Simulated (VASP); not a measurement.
Input of a VASP 6.6.1 run:

Contents of INCAR:

```
PREC     = Accurate       # precision mode
ENCUT    = 520            # plane-wave cutoff, eV
EDIFF    = 1E-6           # SCF threshold, eV
ISMEAR   = 0              # smearing method
SIGMA    = 0.1            # smearing width, eV
LREAL    = False          # projectors in reciprocal space
LASPH    = True           # aspherical terms in the spheres
NELM     = 60             # most SCF steps
ALGO     = Normal         # electronic algorithm
ISIF     = 2              # what is computed and relaxed
LWAVE    = False          # write WAVECAR
LCHARG   = False          # write CHGCAR
GGA      = PE             # functional
NBANDS   = 50             # bands
```

KPOINTS

```
regular mesh
0
Gamma
  4 4 2
```

POSCAR

```
SnPb3Se4
1.0
    4.3577988800      0.0000000000      0.0000000000
    0.0000000000      4.3577988800      0.0000000000
    0.0000000000      0.0000000000     12.3257165500
Sn Pb Se
1 3 4
Direct
    0.5000000000      0.5000000000      0.0000000000
    0.0000000000      0.0000000000      0.7500000000
    0.0000000000      0.0000000000      0.2500000000
    0.5000000000      0.5000000000      0.5000000000
    0.0000000000      0.0000000000      0.0000000000
    0.5000000000      0.5000000000      0.2500000000
    0.0000000000      0.0000000000      0.5000000000
    0.5000000000      0.5000000000      0.7500000000
```

Potentials or basis: VASP PAW PBE potentials, release 64 (Sn_d, Pb_d, Se).

Launch:

```sh
$ cat potpaw_PBE.64/Sn_d/POTCAR potpaw_PBE.64/Pb_d/POTCAR potpaw_PBE.64/Se/POTCAR > POTCAR
$ mpirun -np 1 vasp_std > vasp.out
```

Task: Predict the pressure.

Result: 0.3 GPa.

Task: Estimate the largest force.

Result: 0.201 eV/Å.

Forces in eV/Å, atoms in the order of the input:
```
Sn   0.000  0.000  0.000
Pb   0.000  0.000 -0.005
Pb   0.000  0.000  0.005
Pb   0.000  0.000  0.000
Se   0.000  0.000  0.000
Se   0.000  0.000 -0.201
Se   0.000  0.000  0.000
Se   0.000  0.000  0.201
```

Caveat: the k points lie up to 0.36 Å⁻¹ apart.
